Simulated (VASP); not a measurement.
# SnSe in VASP: notebook, part 2 of 2

VASP 6.6.1.

## 3. Relaxation of shape and atoms at fixed volume, PBE+D3(BJ) (18.88 Å³/atom)

This run uses another cell than the first one, of 18.88 Å³/atom.

Contents of INCAR:

```
SYSTEM = SnSe
  ALGO = Fast
  EDIFF = 1E-6
  EDIFFG = -0.01
  ENCUT = 600
  GGA = PE
  IBRION = 2
  ISIF = 4
  ISMEAR = 0
  IVDW = 12
  LASPH = .True.
  LCHARG = .False.
  LREAL = .False.
  LWAVE = .False.
  NELM = 60
  NSW = 60
  PREC = Accurate
  SIGMA = 0.05
```

Contents of KPOINTS:

```
k-points
0
Gamma
  4 8 8
  0 0 0
```

Contents of POSCAR:

```
SnSe
1.0
   10.2907624574      0.0000000000      0.0000000000
    0.0000000000      3.7718029807      0.0000000000
    0.0000000000      0.0000000000      3.8913713558
Sn Se
4 4
Direct
    0.1134648997      0.2500000000      0.0000470912
    0.3865351003      0.7500000000      0.5000470912
    0.6134648997      0.2500000000      0.4999529088
    0.8865351003      0.7500000000      0.9999529088
    0.3643928332      0.2500000000      0.0000202286
    0.1356071668      0.7500000000      0.5000202286
    0.8643928332      0.2500000000      0.4999797714
    0.6356071668      0.7500000000      0.9999797714
```

Potentials or basis: VASP PAW PBE potentials, release 64 (Sn_d, Se).

Launch:

```bash
cat potpaw_PBE.64/Sn_d/POTCAR potpaw_PBE.64/Se/POTCAR > POTCAR
mpirun -np 1 vasp_std > vasp.out
```

OUTCAR:

```text
SYSTEM = SnSe
   EDIFF = 1E-6
   EDIFFG = -0.01
   ENCUT = 600
   GGA = PE
   IBRION = 2
   ISIF = 4
   ISMEAR = 0
   IVDW = 12
   LASPH = .True.
   LREAL = .False.
   NELM = 60
   NSW = 60
   PREC = Accurate
 IVDW          = 12

 ion  position               nearest neighbor table
   1  0.113  0.250  0.000-   5 2.58   6 2.72   6 2.72   6 2.72   6 2.72   4 3.00   4 3.00   7 3.22
                             7 3.22
   2  0.387  0.750  0.500-   6 2.58   5 2.72   5 2.72   5 2.72   5 2.72   3 3.00   3 3.00   8 3.22
                             8 3.22
   3  0.613  0.250  0.500-   7 2.58   8 2.72   8 2.72   8 2.72   8 2.72   2 3.00   2 3.00   5 3.22
                             5 3.22
   4  0.887  0.750  1.000-   8 2.58   7 2.72   7 2.72   7 2.72   7 2.72   1 3.00   1 3.00   6 3.22
                             6 3.22
   5  0.364  0.250  0.000-   1 2.58   2 2.72   2 2.72   2 2.72   2 2.72   3 3.22   3 3.22
   6  0.136  0.750  0.500-   2 2.58   1 2.72   1 2.72   1 2.72   1 2.72   4 3.22   4 3.22
   7  0.864  0.250  0.500-   3 2.58   4 2.72   4 2.72   4 2.72   4 2.72   1 3.22   1 3.22
   8  0.636  0.750  1.000-   4 2.58   3 2.72   3 2.72   3 2.72   3 2.72   2 3.22   2 3.22

  LATTYP: Found a simple orthorhombic cell.
 ALAT       =     3.7718029807
 B/A-ratio  =     1.0317005887
 C/A-ratio  =     2.7283404011

  Lattice vectors:

 A1 = (   0.0000000000,   3.7718029807,   0.0000000000)
 A2 = (   0.0000000000,   0.0000000000,   3.8913713558)
 A3 = (  10.2907624574,   0.0000000000,   0.0000000000)

Analysis of symmetry for initial positions (statically):
=====================================================================
 Subroutine PRICEL returns:
 Original cell was already a primitive cell.

 Routine SETGRP: Setting up the symmetry group for a
 simple orthorhombic supercell.

 Subroutine GETGRP returns: Found  8 space group operations
 (whereof  2 operations were pure point group operations)
 out of a pool of  8 trial point group operations.

The static configuration has the point symmetry S_2 .
 The point group associated with its full space group is D_2h.

Analysis of symmetry for dynamics (positions and initial velocities):
=====================================================================
 Subroutine PRICEL returns:
 Original cell was already a primitive cell.

 Routine SETGRP: Setting up the symmetry group for a
 simple orthorhombic supercell.

[... 125 lines left out ...]
   POTIM  = 0.5000    time-step for ionic-motion
   TEBEG  =    0.0;   TEEND  =   0.0 temperature during run
   PSTRESS=    0.0 pullay stress
   NELECT =      80.0000    total number of electrons
   NUPDOWN=      -1.0000    fix difference up-down
   EMIN   =  10.00;   EMAX   =-10.00  energy-range for DOS
   EFERMI =   0.00;   METHOD = LEGACY
   ISMEAR =     0;   SIGMA  =   0.05  broadening in eV -4-tet -1-fermi 0-gaus
   EFERMI_NEDOS =   21; number of points for ismear=-14 and -15
   IALGO  =     68    algorithm
   IMIX   =      4    mixing-type and parameters
     AMIX     =   0.40;   BMIX     =  1.00
     AMIX_MAG =   1.60;   BMIX_MAG =  1.00
  volume/ion in A,a.u.               =      18.88       127.41
  Fermi-wavevector in a.u.,A,eV,Ry     =   1.324560  2.503056 23.870879  1.754460
  Thomas-Fermi vector in A             =   2.454086
   LORBIT       =      0    0 simple, 1 ext, 2 COOP (PROOUT), +10 PAW based schemes
   GGA     = PE    functional components
   LHFCALC =     F    Hartree Fock is set to
   AEXX    =    0.0000 exact exchange contribution
   IVDW    =    12    specifies the selected vdW correction
   LEPSILON=     F    determine dielectric tensor
   LRPA    =     F    only Hartree local field effects (RPA)
 conjugate gradient relaxation of ions
 non-spin polarized calculation
 RMM-DIIS sequential band-by-band and
 Gauss-broadening in eV      SIGMA  =   0.05
  energy-cutoff  :      600.00
  volume of cell :      151.04
 maximum number of plane-waves:      5080
 NGX is ok and might be reduce to    84
   NGX = 41   NGY = 15   NGZ = 15

--------------------------------------- Ionic step        1  -------------------------------------------

 number of electron      79.9999991 magnetization

 Free energy of the ion-electron system (eV)
  ---------------------------------------------------
  ext. energy  EPLUGINS =         0.00000000
  ---------------------------------------------------
  free energy    TOTEN  =       -27.72960131 eV

  energy without entropy =      -27.72908397  energy(sigma->0) =      -27.72934264

------------------------ aborting loop because EDIFF is reached ----------------------------------------

 Edisp (eV)   -4.10266

 E8    (eV) :    -1.8393
[... 359 lines left out ...]
--------------------------------------- Ionic step        9  -------------------------------------------

 number of electron      79.9999980 magnetization

 Free energy of the ion-electron system (eV)
  ---------------------------------------------------
  ext. energy  EPLUGINS =         0.00000000
  ---------------------------------------------------
  free energy    TOTEN  =       -27.73908612 eV

  energy without entropy =      -27.73868727  energy(sigma->0) =      -27.73888669

 E-fermi :  10.3166     XC(G=0): -11.4353

 val. band max:       10.2488420932   @ k =   0.0000   0.0000   0.3750
 cond. band min:      10.3240727547   @ k =   0.0000   0.0000   0.2500
 fundamental gap:      0.0752306614
 Fermi energy:        10.3165503906

 k-point     1 :       0.0000    0.0000    0.0000
  band No.  band energies     occupation
      1     -11.8512      2.00000
      2     -11.8211      2.00000
      3     -11.8167      2.00000
      4     -11.7955      2.00000
      5     -11.7913      2.00000
      6     -11.7790      2.00000
[... 1213 lines left out ...]
     47      14.1269      0.00000
     48      14.1270      0.00000

 [... further k-points ...]

------------------------ aborting loop because EDIFF is reached ----------------------------------------

 Edisp (eV)   -4.10202

 E8    (eV) :    -1.8388
[... 31 lines left out ...]
  FREE ENERGIE OF THE ION-ELECTRON SYSTEM (eV)
  ---------------------------------------------------
  free  energy   TOTEN  =       -31.8411066016 eV

  energy  without entropy=      -31.8407077507  energy(sigma->0) =      -31.84090718

 reached required accuracy - stopping structural energy minimisation
```

OSZICAR:

```text
N       E                     dE             d eps       ncg     rms          rms(c)
DAV:   1     0.998310947733E+03    0.99831E+03   -0.40257E+04  7840   0.267E+03
DAV:   2     0.152472783751E+03   -0.84584E+03   -0.81985E+03  7208   0.751E+02
DAV:   3    -0.156786899896E+02   -0.16815E+03   -0.16053E+03  8232   0.237E+02
DAV:   4    -0.278606912603E+02   -0.12182E+02   -0.11809E+02  8616   0.631E+01
[... 84 lines left out ...]
RMM:   4    -0.277390883678E+02   -0.48134E-04   -0.77105E-04  9252   0.176E-01    0.654E-02
RMM:   5    -0.277390940017E+02   -0.56339E-05   -0.23338E-04  9369   0.874E-02    0.317E-02
RMM:   6    -0.277390838941E+02    0.10108E-04   -0.54396E-05  8438   0.437E-02    0.606E-03
RMM:   7    -0.277390858599E+02   -0.19658E-05   -0.23123E-05  8152   0.228E-02    0.600E-03
RMM:   8    -0.277390861186E+02   -0.25877E-06   -0.35531E-06  6059   0.117E-02
   9 F= -.31841107E+02 E0= -.31840907E+02  d E =-.942659E-03
```

Run time: 1.7 h. Hardware: 1 thread of Oxide Virtual Turin-like, shared host; peak memory 0.61 GiB.

What came out:

```
Free energy                  : -31.8411 eV
Energy gained by relaxing    : 1.1 meV/atom
Ionic steps                  : 9
Pressure after relaxing      : 30.3 GPa
Largest force after relaxing : 0.008 eV/Å
Band gap on the k mesh       : zero (bands 40 and 41 overlap by 0.79 eV)
Dispersion energy per atom   : -0.513 eV
```

Forces on the atoms (eV/Å):
```
Sn   0.008  0.000  0.000
Sn  -0.008  0.000  0.000
Sn   0.008  0.000  0.000
Sn  -0.008  0.000  0.000
Se  -0.001  0.000  0.000
Se   0.001  0.000  0.000
Se  -0.001  0.000  0.000
Se   0.001  0.000  0.000
```

Step by step:
```csv
step,energy change (eV),largest force (eV/Å),pressure (GPa),volume (Å³)
1,0.0000,0.2144,30.64,151.04
2,-0.0066,0.0595,30.35,151.04
3,-0.0070,0.0204,30.42,151.04
4,-0.0079,0.0354,30.34,151.04
5,-0.0079,0.0279,30.37,151.04
6,-0.0082,0.0243,30.36,151.04
7,-0.0087,0.0129,30.33,151.04
8,-0.0085,0.0182,30.29,151.04
9,-0.0088,0.0076,30.31,151.04
```

Final structure:
```
Sn Se
1.0
    10.27297    0.00000    0.00000
     0.00000    3.75933    0.00000
     0.00000    0.00000    3.91105
Sn Se
4 4
Direct
  0.11330 0.25000 0.00003
  0.38670 0.75000 0.50003
  0.61330 0.25000 0.49997
  0.88670 0.75000 0.99997
  0.36615 0.25000 0.00002
  0.13385 0.75000 0.50002
  0.86615 0.25000 0.49998
  0.63385 0.75000 0.99998
```

Caveat: semilocal functionals underestimate gaps, and a narrow one can read as zero; spin-orbit coupling is left out, which moves the levels of the heavy elements.

The gap in the log of VASP goes by the Fermi energy; the results here count the filled bands.